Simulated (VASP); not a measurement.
# Ag2Pt (Fm-3m) in VASP: further runs

Ag2Pt is run at these levels: PBE; tasks: single point, relaxation of cell and atoms.

All numbers are computed with VASP 6.6.1; they aren't measurements. Logs are shortened: lines on timing, memory, paths and dates and some standing lists are left out, and cuts for length are marked.

### 1 The cell of the first run

It takes space group Fm-3m (No. 225, cubic). The conventional cell has a = 5.969 Å, b = 5.969 Å, c = 5.969 Å, α = 90.00°, β = 90.00°, γ = 90.00°. Within 3.4 Å of Ag (site symmetry -43m) lie 4 Pt at 2.58 Å and 6 Ag at 2.98 Å. Pt (site symmetry m-3m) has 8 Ag at 2.58 Å within 3.4 Å.

### 2 Single point, PBE

Input file INCAR:

```
SYSTEM = Ag2Pt
ALGO = Normal
EDIFF = 1E-6
ENCUT = 520
GGA = PE
ISIF = 2
ISMEAR = 0
LASPH = .True.
LCHARG = .False.
LREAL = .False.
LWAVE = .False.
NBANDS = 23
NELM = 100
PREC = Accurate
SIGMA = 0.1
```

Input file KPOINTS:

```
k-points
0
Gamma
  6 6 6
  0 0 0
```

Input file POSCAR:

```
Ag2Pt
1.0
    0.0000000000      2.9844080765      2.9844080765
    2.9844080765      0.0000000000      2.9844080765
    2.9844080765      2.9844080765      0.0000000000
Ag Pt
2 1
Direct
    0.2500000000      0.2500000000      0.2500000000
    0.7500000000      0.7500000000      0.7500000000
    0.0000000000      0.0000000000      0.0000000000
```

Potentials or basis: VASP PAW PBE potentials, release 64 (Ag, Pt).

Command:

```console
cat potpaw_PBE.64/Ag/POTCAR potpaw_PBE.64/Pt/POTCAR > POTCAR
mpirun -np 1 vasp_std > vasp.out
```

OUTCAR:

```text
SYSTEM = Ag2Pt
   EDIFF = 1E-6
   ENCUT = 520
   GGA = PE
   ISIF = 2
   ISMEAR = 0
   LASPH = .True.
   LREAL = .False.
   NELM = 100
   PREC = Accurate

 ion  position               nearest neighbor table
   1  0.250  0.250  0.250-   3 2.58   3 2.58   3 2.58   3 2.58   2 2.98   2 2.98   2 2.98   2 2.98
                             2 2.98   2 2.98
   2  0.750  0.750  0.750-   3 2.58   3 2.58   3 2.58   3 2.58   1 2.98   1 2.98   1 2.98   1 2.98
                             1 2.98   1 2.98
   3  0.000  0.000  0.000-   1 2.58   2 2.58   2 2.58   2 2.58   2 2.58   1 2.58   1 2.58   1 2.58

  LATTYP: Found a face centered cubic cell.
 ALAT       =     5.9688161530

  Lattice vectors:

 A1 = (   0.0000000000,   2.9844080765,   2.9844080765)
 A2 = (   2.9844080765,   0.0000000000,   2.9844080765)
 A3 = (   2.9844080765,   2.9844080765,   0.0000000000)

Analysis of symmetry for initial positions (statically):
=====================================================================
 Subroutine PRICEL returns:
 Original cell was already a primitive cell.

 Routine SETGRP: Setting up the symmetry group for a
 face centered cubic supercell.

 Subroutine GETGRP returns: Found 48 space group operations
 (whereof 48 operations were pure point group operations)
 out of a pool of 48 trial point group operations.

The static configuration has the point symmetry O_h .

Analysis of symmetry for dynamics (positions and initial velocities):
=====================================================================
 Subroutine PRICEL returns:
 Original cell was already a primitive cell.

 Routine SETGRP: Setting up the symmetry group for a
 face centered cubic supercell.

 Subroutine GETGRP returns: Found 48 space group operations
 (whereof 48 operations were pure point group operations)
 out of a pool of 48 trial point group operations.

The dynamic configuration has the point symmetry O_h .

 Subroutine INISYM returns: Found 48 space group operations
 (whereof 48 operations are pure point group operations),
 and found     1 'primitive' translations

----------------------------------------------------------------------------------------

                                     Primitive cell

  volume of cell :      53.1624

  direct lattice vectors                    reciprocal lattice vectors
     0.000000000  2.984408076  2.984408076    -0.167537410  0.167537410  0.167537410
     2.984408076  0.000000000  2.984408076     0.167537410 -0.167537410  0.167537410
     2.984408076  2.984408076  0.000000000     0.167537410  0.167537410 -0.167537410

  length of vectors
     4.220590377  4.220590377  4.220590377     0.290183307  0.290183307  0.290183307

  position of ions in fractional coordinates (direct lattice)
     0.250000000  0.250000000  0.250000000
     0.750000000  0.750000000  0.750000000
     0.000000000  0.000000000  0.000000000

  ion indices of the primitive-cell ions
   primitive index   ion index
                 1           1
                 2           2
                 3           3

----------------------------------------------------------------------------------------

 KPOINTS: k-points

Automatic generation of k-mesh.
 Grid dimensions read from file:
 generate k-points for:    6    6    6

 Generating k-lattice:

  Cartesian coordinates                     Fractional coordinates (reciprocal lattice)
    -0.027922902  0.027922902  0.027922902     0.166666667  0.000000000  0.000000000
     0.027922902 -0.027922902  0.027922902     0.000000000  0.166666667  0.000000000
     0.027922902  0.027922902 -0.027922902     0.000000000  0.000000000  0.166666667

  Length of vectors
     0.048363884  0.048363884  0.048363884

  Shift w.r.t. Gamma in fractional coordinates (k-lattice)
     0.000000000  0.000000000  0.000000000

 Subroutine IBZKPT returns following result:
 ===========================================

 Found     16 irreducible k-points:

 Following reciprocal coordinates:
            Coordinates               Weight
  0.000000  0.000000  0.000000      1.000000
  0.166667  0.000000  0.000000      8.000000
  0.333333  0.000000  0.000000      8.000000
  0.500000  0.000000  0.000000      4.000000
  0.166667  0.166667  0.000000      6.000000
  0.333333  0.166667  0.000000     24.000000
[... 8 lines left out ...]
 -0.333333  0.333333  0.166667     24.000000
 -0.333333  0.500000  0.166667     12.000000
   k-points           NKPTS =     16   k-points in BZ     NKDIM =     16   number of bands    NBANDS=     23
   number of dos      NEDOS =    301   number of ions     NIONS =      3
   total plane-waves  NPLWV =  32768
   dimension x,y,z NGX =    32 NGY =   32 NGZ =   32
   dimension x,y,z NGXF=    64 NGYF=   64 NGZF=   64
   ions per type =               2   1
   NGX,Y,Z   is equivalent  to a cutoff of  12.60, 12.60, 12.60 a.u.
   NGXF,Y,Z  is equivalent  to a cutoff of  25.21, 25.21, 25.21 a.u.
 SYSTEM =  Ag2Pt
   PREC   = accura    normal or accurate (medium, high low for compatibility)
   ISTART =      0    job   : 0-new  1-cont  2-samecut
   ICHARG =      2    charge: 1-file 2-atom 10-const
   ISPIN  =      1    spin polarized calculation?
   LNONCOLLINEAR =      F non collinear calculations
   LSORBIT =      F    spin-orbit coupling
   LASPH  =      T    aspherical Exc in radial PAW
   ENCUT  =  520.0 eV  38.22 Ry    6.18 a.u.   7.85  7.85  7.85*2*pi/ulx,y,z
   NELM   =    100;   NELMIN=  2; NELMDL= -5     # of ELM steps
   EDIFF  = 0.1E-05   stopping-criterion for ELM
   LREAL  =      F    real-space projection
   EDIFFG = 0.1E-04   stopping-criterion for IOM
   NSW    =      0    number of steps for IOM
   IBRION =     -1    ionic relax: 0-MD 1-quasi-New 2-CG
   NFREE  =      0    steps in history (QN), initial steepest desc. (CG)
   ISIF   =      2    stress and relaxation
   ISYM   =      2    0-nonsym 1-usesym 2-fastsym
   POTIM  = 0.5000    time-step for ionic-motion
   TEBEG  =    0.0;   TEEND  =   0.0 temperature during run
   PSTRESS=    0.0 pullay stress
   NELECT =      32.0000    total number of electrons
   NUPDOWN=      -1.0000    fix difference up-down
   EMIN   =  10.00;   EMAX   =-10.00  energy-range for DOS
   EFERMI =   0.00;   METHOD = LEGACY
   ISMEAR =     0;   SIGMA  =   0.10  broadening in eV -4-tet -1-fermi 0-gaus
   EFERMI_NEDOS =   21; number of points for ismear=-14 and -15
   IALGO  =     38    algorithm
   IMIX   =      4    mixing-type and parameters
     AMIX     =   0.40;   BMIX     =  1.00
     AMIX_MAG =   1.60;   BMIX_MAG =  1.00
  volume/ion in A,a.u.               =      17.72       119.59
  Fermi-wavevector in a.u.,A,eV,Ry     =   1.382261  2.612094 25.995898  1.910645
  Thomas-Fermi vector in A             =   2.506968
   LORBIT       =      0    0 simple, 1 ext, 2 COOP (PROOUT), +10 PAW based schemes
   GGA     = PE    functional components
   LHFCALC =     F    Hartree Fock is set to
   AEXX    =    0.0000 exact exchange contribution
   IVDW    =     0    specifies the selected vdW correction
   LEPSILON=     F    determine dielectric tensor
   LRPA    =     F    only Hartree local field effects (RPA)
 non-spin polarized calculation
 Gauss-broadening in eV      SIGMA  =   0.10
  energy-cutoff  :      520.00
  volume of cell :       53.16
 maximum number of plane-waves:      1459
   NGX = 15   NGY = 15   NGZ = 15

 number of electron      31.9999998 magnetization

 Free energy of the ion-electron system (eV)
  ---------------------------------------------------
  ext. energy  EPLUGINS =         0.00000000
  ---------------------------------------------------
  free energy    TOTEN  =        -9.95410187 eV

  energy without entropy =       -9.94359853  energy(sigma->0) =       -9.94885020

 E-fermi :   7.6656     XC(G=0): -11.9247

 val. band max:        7.6362015336   @ k =  -0.3333   0.3333   0.1667
 cond. band min:       7.7946085336   @ k =  -0.3333   0.5000   0.1667
 fundamental gap:      0.1584070000
 Fermi energy:         7.6656013864

 k-point     1 :       0.0000    0.0000    0.0000
  band No.  band energies     occupation
      1       0.1488      2.00000
      2       1.7804      2.00000
      3       1.7804      2.00000
      4       2.6897      2.00000
      5       2.6897      2.00000
      6       2.6897      2.00000
[... 15 lines left out ...]
     22      17.8541      0.00000
     23      17.8541      0.00000

 k-point     2 :       0.1667    0.0000    0.0000
  band No.  band energies     occupation
      1       0.5239      2.00000
      2       1.9442      2.00000
      3       1.9442      2.00000
      4       2.4974      2.00000
      5       2.6949      2.00000
      6       2.6949      2.00000
[... 15 lines left out ...]
     22      18.1777      0.00000
     23      18.1777      0.00000

 k-point     3 :       0.3333    0.0000    0.0000
  band No.  band energies     occupation
      1       1.4100      2.00000
      2       2.3958      2.00000
      3       2.3958      2.00000
      4       2.4843      2.00000
      5       2.6626      2.00000
      6       2.6626      2.00000
[... 15 lines left out ...]
     22      17.9511      0.00000
     23      17.9511      0.00000

 k-point     4 :       0.5000    0.0000    0.0000
  band No.  band energies     occupation
      1       1.8880      2.00000
      2       2.6223      2.00000
      3       2.6223      2.00000
      4       2.8293      2.00000
      5       2.8293      2.00000
      6       2.9917      2.00000
[... 15 lines left out ...]
     22      17.8329      0.00000
     23      17.8329      0.00000

 k-point     5 :       0.1667    0.1667    0.0000
  band No.  band energies     occupation
      1       0.6368      2.00000
      2       1.9580      2.00000
      3       2.0269      2.00000
      4       2.5577      2.00000
      5       2.6186      2.00000
      6       2.6186      2.00000
[... 15 lines left out ...]
     22      19.3481      0.00000
     23      19.3481      0.00000

 k-point     6 :       0.3333    0.1667    0.0000
  band No.  band energies     occupation
      1       1.2974      2.00000
      2       2.2511      2.00000
      3       2.3137      2.00000
      4       2.4700      2.00000
      5       2.6170      2.00000
      6       2.7692      2.00000
[... 15 lines left out ...]
     22      19.4518      0.00000
     23      19.8796      0.00000

 k-point     7 :       0.5000    0.1667    0.0000
  band No.  band energies     occupation
      1       1.8696      2.00000
      2       2.3648      2.00000
      3       2.5158      2.00000
      4       2.6098      2.00000
      5       2.7322      2.00000
      6       2.8420      2.00000
[... 15 lines left out ...]
     22      19.5432      0.00000
     23      19.9154      0.00000

 k-point     8 :      -0.3333    0.1667    0.0000
  band No.  band energies     occupation
      1       1.7623      2.00000
      2       2.2131      2.00000
      3       2.5373      2.00000
      4       2.6743      2.00000
      5       2.7699      2.00000
      6       2.8083      2.00000
[... 15 lines left out ...]
     22      18.9162      0.00000
     23      20.2435      0.00000

 k-point     9 :      -0.1667    0.1667    0.0000
  band No.  band energies     occupation
      1       1.0573      2.00000
      2       2.1455      2.00000
      3       2.2465      2.00000
      4       2.3197      2.00000
      5       2.7028      2.00000
      6       2.8953      2.00000
[... 15 lines left out ...]
     22      18.2494      0.00000
     23      18.3172      0.00000

 k-point    10 :       0.3333    0.3333    0.0000
  band No.  band energies     occupation
      1       1.4625      2.00000
      2       2.3819      2.00000
      3       2.3851      2.00000
      4       2.4352      2.00000
      5       2.6169      2.00000
      6       2.6169      2.00000
[... 15 lines left out ...]
     22      21.8256      0.00000
     23      21.8256      0.00000

 k-point    11 :       0.5000    0.3333    0.0000
  band No.  band energies     occupation
      1       1.6754      2.00000
      2       2.0909      2.00000
      3       2.4760      2.00000
      4       2.4851      2.00000
      5       2.8561      2.00000
      6       2.9562      2.00000
[... 15 lines left out ...]
     22      21.6844      0.00000
     23      22.4132      0.00000

 k-point    12 :      -0.3333    0.3333    0.0000
  band No.  band energies     occupation
      1       1.8921      2.00000
      2       2.0636      2.00000
      3       2.5204      2.00000
      4       2.5964      2.00000
      5       2.6562      2.00000
      6       3.1972      2.00000
[... 15 lines left out ...]
     22      20.7799      0.00000
     23      20.8711      0.00000

 k-point    13 :       0.5000    0.5000    0.0000
  band No.  band energies     occupation
      1       1.5482      2.00000
      2       1.9574      2.00000
      3       2.6500      2.00000
      4       2.6565      2.00000
      5       2.6617      2.00000
      6       2.6617      2.00000
[... 15 lines left out ...]
     22      24.5081      0.00000
     23      24.5095      0.00000

 k-point    14 :       0.5000    0.3333    0.1667
  band No.  band energies     occupation
      1       1.7188      2.00000
      2       2.1670      2.00000
      3       2.4180      2.00000
      4       2.5587      2.00000
      5       2.7536      2.00000
      6       2.8453      2.00000
[... 15 lines left out ...]
     22      18.8036      0.00000
     23      21.4876      0.00000

 k-point    15 :      -0.3333    0.3333    0.1667
  band No.  band energies     occupation
      1       1.9665      2.00000
      2       2.1610      2.00000
      3       2.2240      2.00000
      4       2.5063      2.00000
      5       2.7934      2.00000
      6       3.1887      2.00000
[... 15 lines left out ...]
     22      20.2456      0.00000
     23      20.5410      0.00000

 k-point    16 :      -0.3333    0.5000    0.1667
  band No.  band energies     occupation
      1       1.8060      2.00000
      2       2.0138      2.00000
      3       2.2358      2.00000
      4       2.7208      2.00000
      5       2.7637      2.00000
      6       3.1128      2.00000
[... 15 lines left out ...]
     22      21.0003      0.00000
     23      21.0565      0.00000

------------------------ aborting loop because EDIFF is reached ----------------------------------------

  FORCE on cell =-STRESS in cart. coord.  units (eV):
  Direction    XX          YY          ZZ          XY          YZ          ZX
  --------------------------------------------------------------------------------------
  -------------------------------------------------------------------------------------
  Total        6.9356262      6.9356262      6.9356262      0.0000000     -0.0000000     -0.0000000
  in kB      209.0218298    209.0218298    209.0218298      0.0000000     -0.0000000     -0.0000000
  external PRESSURE =     209.0218298 kB  Pullay stress =       0.0000000 kB

 VOLUME and BASIS-vectors are now :
 -----------------------------------------------------------------------------
  energy-cutoff  :      520.00
  volume of cell :       53.16
      direct lattice vectors                 reciprocal lattice vectors
     0.000000000  2.984408076  2.984408076    -0.167537410  0.167537410  0.167537410
     2.984408076  0.000000000  2.984408076     0.167537410 -0.167537410  0.167537410
     2.984408076  2.984408076  0.000000000     0.167537410  0.167537410 -0.167537410

 POSITION                                       TOTAL-FORCE (eV/Angst)
 -----------------------------------------------------------------------------------
      1.49220      1.49220      1.49220         0.000000      0.000000      0.000000
      4.47661      4.47661      4.47661        -0.000000     -0.000000     -0.000000
      0.00000      0.00000      0.00000         0.000000      0.000000     -0.000000
 -----------------------------------------------------------------------------------
    total drift:                               -0.000000     -0.000000      0.000000

  FREE ENERGIE OF THE ION-ELECTRON SYSTEM (eV)
  ---------------------------------------------------
  free  energy   TOTEN  =        -9.9541018698 eV

  energy  without entropy=       -9.9435985256  energy(sigma->0) =       -9.94885020
```

Wall time 7.7 s (1 thread of Intel Xeon 6975P-C (Granite Rapids), shared host); peak memory 0.18 GiB.

What came out:

```yaml
Free_energy: -9.9541 eV
Pressure: 20.9 GPa
Band_gap_on_the_k_mesh: zero (bands 16 and 17 overlap by 0.16 eV)
```

Caveat: the cell stands under pressure; spin-orbit coupling is left out, which moves the levels of the heavy elements.

### 3 Single point, PBE

This run uses another cell than the first one, of 20.56 Å³/atom.

Input file INCAR:

```
SYSTEM = Ag2Pt
PREC = Accurate
ENCUT = 520
EDIFF = 1E-6
ISMEAR = 0
SIGMA = 0.1
LREAL = .False.
LASPH = .True.
NELM = 80
ALGO = Fast
ISIF = 2
LWAVE = .False.
LCHARG = .False.
GGA = PE
NBANDS = 23
```

Input file KPOINTS:

```
Automatic mesh
0
Gamma
  6 6 6
  0 0 0
```

Input file POSCAR:

```
Ag2Pt
1.0
    0.0000000000      3.1358789545      3.1358789545
    3.1358789545      0.0000000000      3.1358789545
    3.1358789545      3.1358789545      0.0000000000
Ag Pt
2 1
Direct
    0.2500000000      0.2500000000      0.2500000000
    0.7500000000      0.7500000000      0.7500000000
    0.0000000000      0.0000000000      0.0000000000
```

Potentials or basis: VASP PAW PBE potentials, release 64 (Ag, Pt).

Command:

```console
cat potpaw_PBE.64/Ag/POTCAR potpaw_PBE.64/Pt/POTCAR > POTCAR
mpirun -np 1 vasp_std > vasp.out
```

Wall time 14 s (1 thread of Intel Xeon 6975P-C (Granite Rapids), shared host); peak memory 0.21 GiB.

Results (log left out):

| Quantity | Value |
| --- | --- |
| Free energy | -10.4345 eV |
| Pressure | 0.1 GPa |
| Band gap on the k mesh | zero (filled and empty bands overlap) |

Levels at points of the mesh, in eV from the Fermi level:
```csv
k point,band 13,band 14,band 15,band 16,band 17,band 18,band 19,band 20
"(0.00, 0.00, 0.00)",-1.54,-1.54,-0.68,-0.68,8.06,8.27,8.64,8.64
"(0.50, 0.00, 0.00)",-1.23,-1.23,-0.62,-0.62,0.07,6.08,6.08,8.04
"(0.50, 0.50, 0.00)",-1.48,-0.51,-0.51,-0.26,0.33,2.18,2.18,6.48
```

Caveat: spin-orbit coupling is left out, which moves the levels of the heavy elements.

(Continued in part 2 of 2.)
